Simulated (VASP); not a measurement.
# SmNb (P4/nmm) in VASP: a series of runs

Runs on SmNb. Level: PBE. Tasks: relaxation of shape and atoms at fixed volume, relaxation of cell and atoms.

Everything below comes from runs of VASP 6.6.1. Logs are shortened: lines on timing, memory, paths and dates and some standing lists are left out, and cuts for length are marked.

## (1) The cell of the first run

It takes space group P4/nmm (No. 129, tetragonal). The conventional cell has a = 3.481 Å, b = 3.481 Å, c = 8.166 Å, α = 90.00°, β = 90.00°, γ = 90.00°. Within 4.2 Å of Sm (site symmetry 4mm) lie 5 Nb at 3.18 to 3.30 Å and 8 Sm at 3.48 to 3.77 Å. Nb (site symmetry 4mm) has 8 Nb at 2.78 to 3.48 Å and 5 Sm at 3.18 to 3.30 Å within 3.7 Å.

## (2) Relaxation of shape and atoms at fixed volume, PBE (24.75 Å³/atom)

INCAR reads:

```
SYSTEM = SmNb
ALGO = Normal ; EDIFF = 1E-7
EDIFFG = -0.01 ; ENCUT = 500
GGA = PE ; GGA_COMPAT = .FALSE.
IBRION = 2 ; ISIF = 4
ISMEAR = 0 ; LASPH = .TRUE.
LCHARG = .FALSE. ; LMAXMIX = 6
LREAL = .FALSE. ; LWAVE = .FALSE.
NELM = 200 ; NELMIN = 4
NSW = 50 ; PREC = Accurate
SIGMA = 0.1
```

KPOINTS reads:

```
k-points
0
G
  10 10 6
  0 0 0
```

POSCAR reads:

```
SmNb
1.0
    3.4814272544      0.0000000000      0.0000000000
    0.0000000000      3.4814272544      0.0000000000
    0.0000000000      0.0000000000      8.1664496180
Sm Nb
2 2
Direct
    0.5000000000      0.0000000000      0.8253256243
    0.0000000000      0.5000000000      0.1746743757
    0.5000000000      0.0000000000      0.4212303193
    0.0000000000      0.5000000000      0.5787696807
```

Potentials or basis: VASP PAW PBE potentials, release 64 (Sm_3, Nb_sv), 4f in core.

Run with:

```
cat potpaw_PBE.64/Sm_3/POTCAR potpaw_PBE.64/Nb_sv/POTCAR > POTCAR
mpirun -np 1 vasp_std > vasp.out
```

OUTCAR:

```text
SYSTEM = SmNb
   EDIFF = 1E-7
   EDIFFG = -0.01
   ENCUT = 500
   GGA = PE
   IBRION = 2
   ISIF = 4
   ISMEAR = 0
   LASPH = .TRUE.
   LREAL = .FALSE.
   NELM = 200
   NELMIN = 4
   NSW = 50
   PREC = Accurate

 ion  position               nearest neighbor table
   1  0.500  0.000  0.825-   4 3.18   4 3.18   4 3.18   4 3.18   3 3.30   2 3.77   2 3.77   2 3.77
                             2 3.77
   2  0.000  0.500  0.175-   3 3.18   3 3.18   3 3.18   3 3.18   4 3.30   1 3.77   1 3.77   1 3.77
                             1 3.77
   3  0.500  0.000  0.421-   4 2.78   4 2.78   4 2.78   4 2.78   2 3.18   2 3.18   2 3.18   2 3.18
                             1 3.30
   4  0.000  0.500  0.579-   3 2.78   3 2.78   3 2.78   3 2.78   1 3.18   1 3.18   1 3.18   1 3.18
                             2 3.30

  LATTYP: Found a simple tetragonal cell.
 ALAT       =     3.4814272544
 C/A-ratio  =     2.3457188737

  Lattice vectors:

 A1 = (   3.4814272544,   0.0000000000,   0.0000000000)
 A2 = (   0.0000000000,   3.4814272544,   0.0000000000)
 A3 = (   0.0000000000,   0.0000000000,   8.1664496180)

Analysis of symmetry for initial positions (statically):
=====================================================================
 Subroutine PRICEL returns:
 Original cell was already a primitive cell.

 Routine SETGRP: Setting up the symmetry group for a
 simple tetragonal supercell.

 Subroutine GETGRP returns: Found 16 space group operations
 (whereof  8 operations were pure point group operations)
 out of a pool of 16 trial point group operations.

The static configuration has the point symmetry D_2d.
 The point group associated with its full space group is D_4h.

Analysis of symmetry for dynamics (positions and initial velocities):
=====================================================================
 Subroutine PRICEL returns:
 Original cell was already a primitive cell.

 Routine SETGRP: Setting up the symmetry group for a
 simple tetragonal supercell.

 Subroutine GETGRP returns: Found 16 space group operations
 (whereof  8 operations were pure point group operations)
 out of a pool of 16 trial point group operations.

The dynamic configuration has the point symmetry D_2d.
 The point group associated with its full space group is D_4h.

 Subroutine INISYM returns: Found 16 space group operations
 (whereof  8 operations are pure point group operations),
 and found     1 'primitive' translations

----------------------------------------------------------------------------------------

                                     Primitive cell

  volume of cell :      98.9801

  direct lattice vectors                    reciprocal lattice vectors
     3.481427254  0.000000000  0.000000000     0.287238517  0.000000000  0.000000000
     0.000000000  3.481427254  0.000000000     0.000000000  0.287238517  0.000000000
     0.000000000  0.000000000  8.166449618     0.000000000  0.000000000  0.122452234

  length of vectors
     3.481427254  3.481427254  8.166449618     0.287238517  0.287238517  0.122452234

  position of ions in fractional coordinates (direct lattice)
     0.500000000  0.000000000  0.825325624
     0.000000000  0.500000000  0.174674376
     0.500000000  0.000000000  0.421230319
     0.000000000  0.500000000  0.578769681

  ion indices of the primitive-cell ions
   primitive index   ion index
                 1           1
                 2           2
                 3           3
                 4           4

----------------------------------------------------------------------------------------

 KPOINTS: k-points

Automatic generation of k-mesh.
 Grid dimensions read from file:
 generate k-points for:   10   10    6

 Generating k-lattice:

  Cartesian coordinates                     Fractional coordinates (reciprocal lattice)
     0.028723852  0.000000000  0.000000000     0.100000000  0.000000000  0.000000000
     0.000000000  0.028723852  0.000000000     0.000000000  0.100000000  0.000000000
     0.000000000  0.000000000  0.020408706     0.000000000  0.000000000  0.166666667

  Length of vectors
     0.028723852  0.028723852  0.020408706

  Shift w.r.t. Gamma in fractional coordinates (k-lattice)
     0.000000000  0.000000000  0.000000000

 Subroutine IBZKPT returns following result:
 ===========================================

 Found     84 irreducible k-points:

 Following reciprocal coordinates:
            Coordinates               Weight
  0.000000  0.000000  0.000000      1.000000
  0.100000  0.000000  0.000000      4.000000
  0.200000  0.000000  0.000000      4.000000
  0.300000  0.000000  0.000000      4.000000
  0.400000  0.000000  0.000000      4.000000
  0.500000  0.000000  0.000000      2.000000
[... 16 lines left out ...]
  0.100000  0.000000  0.166667      8.000000
  0.200000  0.000000  0.166667      8.000000
 [... further k-points ...]
   k-points           NKPTS =     84   k-points in BZ     NKDIM =     84   number of bands    NBANDS=     28
   number of dos      NEDOS =    301   number of ions     NIONS =      4
   total plane-waves  NPLWV =  47040
   dimension x,y,z NGX =    28 NGY =   28 NGZ =   60
   dimension x,y,z NGXF=    56 NGYF=   56 NGZF=  120
   ions per type =               2   2
   NGX,Y,Z   is equivalent  to a cutoff of  13.37, 13.37, 12.21 a.u.
   NGXF,Y,Z  is equivalent  to a cutoff of  26.74, 26.74, 24.43 a.u.
 SYSTEM =  SmNb
   PREC   = accura    normal or accurate (medium, high low for compatibility)
   ISTART =      0    job   : 0-new  1-cont  2-samecut
   ICHARG =      2    charge: 1-file 2-atom 10-const
   ISPIN  =      1    spin polarized calculation?
   LNONCOLLINEAR =      F non collinear calculations
   LSORBIT =      F    spin-orbit coupling
   LASPH  =      T    aspherical Exc in radial PAW
   ENCUT  =  500.0 eV  36.75 Ry    6.06 a.u.   6.35  6.35 14.89*2*pi/ulx,y,z
   NELM   =    200;   NELMIN=  4; NELMDL= -5     # of ELM steps
   EDIFF  = 0.1E-06   stopping-criterion for ELM
   LREAL  =      F    real-space projection
   EDIFFG = -.1E-01   stopping-criterion for IOM
   NSW    =     50    number of steps for IOM
   IBRION =      2    ionic relax: 0-MD 1-quasi-New 2-CG
   NFREE  =      1    steps in history (QN), initial steepest desc. (CG)
   ISIF   =      4    stress and relaxation
   ISYM   =      2    0-nonsym 1-usesym 2-fastsym
   POTIM  = 0.5000    time-step for ionic-motion
   TEBEG  =    0.0;   TEEND  =   0.0 temperature during run
   PSTRESS=    0.0 pullay stress
   NELECT =      48.0000    total number of electrons
   NUPDOWN=      -1.0000    fix difference up-down
   EMIN   =  10.00;   EMAX   =-10.00  energy-range for DOS
   EFERMI =   0.00;   METHOD = LEGACY
   ISMEAR =     0;   SIGMA  =   0.10  broadening in eV -4-tet -1-fermi 0-gaus
   EFERMI_NEDOS =   21; number of points for ismear=-14 and -15
   IALGO  =     38    algorithm
   IMIX   =      4    mixing-type and parameters
     AMIX     =   0.40;   BMIX     =  1.00
     AMIX_MAG =   1.60;   BMIX_MAG =  1.00
  volume/ion in A,a.u.               =      24.75       166.99
  Fermi-wavevector in a.u.,A,eV,Ry     =   1.286192  2.430551 22.507993  1.654291
  Thomas-Fermi vector in A             =   2.418282
   LORBIT       =      0    0 simple, 1 ext, 2 COOP (PROOUT), +10 PAW based schemes
   GGA     = PE    functional components
   LHFCALC =     F    Hartree Fock is set to
   AEXX    =    0.0000 exact exchange contribution
   IVDW    =     0    specifies the selected vdW correction
   LEPSILON=     F    determine dielectric tensor
   LRPA    =     F    only Hartree local field effects (RPA)
 conjugate gradient relaxation of ions
 non-spin polarized calculation
 Gauss-broadening in eV      SIGMA  =   0.10
  energy-cutoff  :      500.00
  volume of cell :       98.98
 maximum number of plane-waves:      2544
 NGX is ok and might be reduce to    28
   NGX = 13   NGY = 13   NGZ = 29

--------------------------------------- Ionic step        1  -------------------------------------------

 number of electron      48.0000003 magnetization

 Free energy of the ion-electron system (eV)
  ---------------------------------------------------
  ext. energy  EPLUGINS =         0.00000000
  ---------------------------------------------------
  free energy    TOTEN  =       -28.91851086 eV

  energy without entropy =      -28.89260655  energy(sigma->0) =      -28.90555871

------------------------ aborting loop because EDIFF is reached ----------------------------------------

  FORCE on cell =-STRESS in cart. coord.  units (eV):
  Direction    XX          YY          ZZ          XY          YZ          ZX
  --------------------------------------------------------------------------------------
  -------------------------------------------------------------------------------------
  Total        1.6214705      1.6214705      1.7595788      0.0000000      0.0000000     -0.0000000
  in kB       26.2465180     26.2465180     28.4820581      0.0000000      0.0000000     -0.0000000
  external PRESSURE =      26.9916980 kB  Pullay stress =       0.0000000 kB
[... 251 lines left out ...]
  energy  without entropy=      -28.8983549508  energy(sigma->0) =      -28.91149372

--------------------------------------- Ionic step        8  -------------------------------------------

 number of electron      48.0000004 magnetization

 Free energy of the ion-electron system (eV)
  ---------------------------------------------------
  ext. energy  EPLUGINS =         0.00000000
  ---------------------------------------------------
  free energy    TOTEN  =       -28.92509127 eV

  energy without entropy =      -28.89901666  energy(sigma->0) =      -28.91205396

 E-fermi :   6.2878     XC(G=0): -10.9455

 val. band max:        6.2819634382   @ k =   0.4000   0.1000   0.3333
 cond. band min:       6.2911559159   @ k =   0.3000   0.0000   0.5000
 fundamental gap:      0.0091924777
 Fermi energy:         6.2877867214

 k-point     1 :       0.0000    0.0000    0.0000
  band No.  band energies     occupation
      1     -48.1989      2.00000
      2     -47.9286      2.00000
      3     -34.4576      2.00000
      4     -34.4119      2.00000
      5     -24.4145      2.00000
      6     -24.4145      2.00000
[... 733 lines left out ...]
     27       7.3252      0.00000
     28       7.7604      0.00000

 [... further k-points ...]
[... 5 lines left out ...]
  --------------------------------------------------------------------------------------
  -------------------------------------------------------------------------------------
  Total        1.1972720      1.1972720      1.2142211      0.0000000      0.0000000      0.0000000
  in kB       19.3800754     19.3800754     19.6544292      0.0000000      0.0000000      0.0000000
  external PRESSURE =      19.4715267 kB  Pullay stress =       0.0000000 kB
[... 19 lines left out ...]
  FREE ENERGIE OF THE ION-ELECTRON SYSTEM (eV)
  ---------------------------------------------------
  free  energy   TOTEN  =       -28.9250912656 eV

  energy  without entropy=      -28.8990166620  energy(sigma->0) =      -28.91205396

 reached required accuracy - stopping structural energy minimisation
```

Run time: 9.5 min. Hardware: 1 thread of Intel Xeon 6975P-C (Granite Rapids), shared host; peak memory 0.35 GiB.

Results:

| Property | Result |
| --- | --- |
| Free energy | -28.9251 eV |
| Energy gained by relaxing | 1.6 meV/atom |
| Ionic steps | 8 |
| Pressure after relaxing | 1.9 GPa |
| Largest force after relaxing | 0.007 eV/Å |
| Band gap on the k mesh | zero (bands 24 and 25 overlap by 1.16 eV) |

Forces on the atoms (eV/Å):
```
Sm   0.000  0.000  0.003
Sm   0.000  0.000 -0.003
Nb   0.000  0.000  0.007
Nb   0.000  0.000 -0.007
```

Step by step:
| step | energy change (eV) | largest force (eV/Å) | pressure (GPa) | volume (Å³) |
| --- | --- | --- | --- | --- |
| 1 | 0.0000 | 0.1841 | 2.70 | 98.98 |
| 2 | -0.0040 | 0.1049 | 2.36 | 98.98 |
| 3 | -0.0048 | 0.0642 | 2.09 | 98.98 |
| 4 | -0.0048 | 0.0684 | 2.14 | 98.98 |
| 5 | -0.0058 | 0.0459 | 2.07 | 98.98 |
| 6 | -0.0065 | 0.0206 | 2.00 | 98.98 |
| 7 | -0.0061 | 0.0305 | 1.86 | 98.98 |
| 8 | -0.0066 | 0.0071 | 1.95 | 98.98 |

Final structure:
```cif
data_structure
_symmetry_space_group_name_H-M 'P 1'
_symmetry_Int_Tables_number 1
_cell_length_a 3.4874
_cell_length_b 3.4874
_cell_length_c 8.1386
_cell_angle_alpha 90.000
_cell_angle_beta 90.000
_cell_angle_gamma 90.000
_cell_volume 98.98
loop_
_atom_site_label
_atom_site_type_symbol
_atom_site_fract_x
_atom_site_fract_y
_atom_site_fract_z
_atom_site_occupancy
Sm1 Sm 0.50000 0.00000 0.82881 1
Sm2 Sm 0.00000 0.50000 0.17119 1
Nb1 Nb 0.50000 0.00000 0.41961 1
Nb2 Nb 0.00000 0.50000 0.58039 1
```

Levels at points of the mesh, in eV from the Fermi level:
```csv
k point,band 22,band 23,band 24,band 25,band 26,band 27
"(0.00, 0.00, 0.00)",-0.45,-0.22,-0.02,0.68,0.68,1.07
"(0.50, 0.00, 0.00)",-1.10,-0.26,-0.26,0.26,0.26,2.04
"(0.50, 0.50, 0.00)",-0.96,-0.93,-0.93,-0.23,-0.23,2.64
"(0.00, 0.00, 0.50)",-1.10,-0.02,0.71,0.71,0.80,0.83
"(0.50, 0.00, 0.50)",-1.04,-0.14,-0.14,0.61,0.61,1.48
"(0.50, 0.50, 0.50)",-1.63,-0.68,-0.68,0.86,0.86,1.54
```

Caveat: spin-orbit coupling is left out, which moves the levels of the heavy elements; the 4f electrons are frozen in the core, so they carry no moment and show no levels. Spin polarisation is off, so any magnetic state and its effect on volume and gap are missing.

## (3) Relaxation of cell and atoms, PBE

This run uses another cell than the first one, of 25.52 Å³/atom.

INCAR reads:

```
SYSTEM = SmNb
  ALGO = Normal
  EDIFF = 1E-7
  EDIFFG = -0.01
  ENCUT = 500
  GGA = PE
  GGA_COMPAT = .False.
  IBRION = 2
  ISIF = 3
  ISMEAR = 0
  LASPH = .True.
  LCHARG = .False.
  LMAXMIX = 6
  LREAL = .False.
  LWAVE = .False.
  NELM = 200
  NELMIN = 4
  NSW = 100
  PREC = Accurate
  SIGMA = 0.1
```

KPOINTS reads:

```
k-points
0
Gamma
  10 10 6
  0 0 0
```

POSCAR reads:

```
SmNb
1.0
    3.5188157014      0.0000000000      0.0000000000
    0.0000000000      3.5188157014      0.0000000000
    0.0000000000      0.0000000000      8.2426793570
Sm Nb
2 2
Direct
    0.5000000000      0.0000000000      0.8257600361
    0.0000000000      0.5000000000      0.1742399639
    0.5000000000      0.0000000000      0.4216317117
    0.0000000000      0.5000000000      0.5783682883
```

Potentials or basis: VASP PAW PBE potentials, release 64 (Sm_3, Nb_sv), 4f in core.

Run with:

```
cat potpaw_PBE.64/Sm_3/POTCAR potpaw_PBE.64/Nb_sv/POTCAR > POTCAR
mpirun -np 1 vasp_std > vasp.out
```

Run time: 7.7 min. Hardware: 1 thread of Intel Xeon 6975P-C (Granite Rapids), shared host; peak memory 0.35 GiB.

The run converged. Its results:

| Property | Result |
| --- | --- |
| Free energy | -28.9470 eV |
| Relaxed volume | 25.60 Å³/atom |
| Relaxed cell | a = 3.517 Å, b = 3.517 Å, c = 8.277 Å, α = 90.00°, β = 90.00°, γ = 90.00° |
| Space group after relaxing (to 0.1 Å) | P4/nmm (No. 129) |
| Energy gained by relaxing | 0.1 meV/atom |
| Ionic steps | 6 |
| Pressure after relaxing | 0.0 GPa |
| Largest force after relaxing | 0.009 eV/Å |
| Band gap on the k mesh | zero (bands 24 and 25 overlap by 1.18 eV) |

Forces on the atoms (eV/Å):
```
Sm   0.000  0.000 -0.009
Sm   0.000  0.000  0.009
Nb   0.000  0.000  0.002
Nb   0.000  0.000 -0.002
```

Step by step:
```
step  energy change (eV)  largest force (eV/Å)  pressure (GPa)  volume (Å³)
   1              0.0000                0.0187            0.17       102.06
   2             -0.0001                0.0308           -0.15       102.46
   3             -0.0002                0.0232           -0.04       102.31
   4             -0.0003                0.0202           -0.02       102.31
   5             -0.0004                0.0139            0.02       102.32
   6             -0.0004                0.0090            0.01       102.38
```

Final structure:
```yaml
crystal:
  lattice:
    - [3.51698, 0.00000, 0.00000]
    - [0.00000, 3.51698, 0.00000]
    - [0.00000, 0.00000, 8.27709]
  atoms:
    - { symbol: Sm, position: [0.50000, 0.00000, 0.82512] }
    - { symbol: Sm, position: [0.00000, 0.50000, 0.17488] }
    - { symbol: Nb, position: [0.50000, 0.00000, 0.42176] }
    - { symbol: Nb, position: [0.00000, 0.50000, 0.57824] }
```

Levels at points of the mesh, in eV from the Fermi level:
```
           k point  band 21  band 22  band 23  band 24  band 25  band 26  band 27  band 28
(0.00, 0.00, 0.00)    -2.15    -0.43    -0.15    -0.09     0.70     0.70     0.99     0.99
(0.50, 0.00, 0.00)    -1.08    -1.08    -0.23    -0.23     0.18     0.18     1.95     1.95
(0.50, 0.50, 0.00)    -1.01    -1.01    -0.94    -0.94    -0.22    -0.22     2.52     2.52
(0.00, 0.00, 0.50)    -2.03    -0.99    -0.09     0.72     0.72     0.73     0.79     0.79
(0.50, 0.00, 0.50)    -1.04    -1.04    -0.18    -0.18     0.53     0.53     1.43     1.43
(0.50, 0.50, 0.50)    -1.59    -1.59    -0.62    -0.62     0.76     0.76     1.45     1.45
```

Caveat: spin-orbit coupling is left out, which moves the levels of the heavy elements; the 4f electrons are frozen in the core, so they carry no moment and show no levels. Spin polarisation is off, so any magnetic state and its effect on volume and gap are missing.
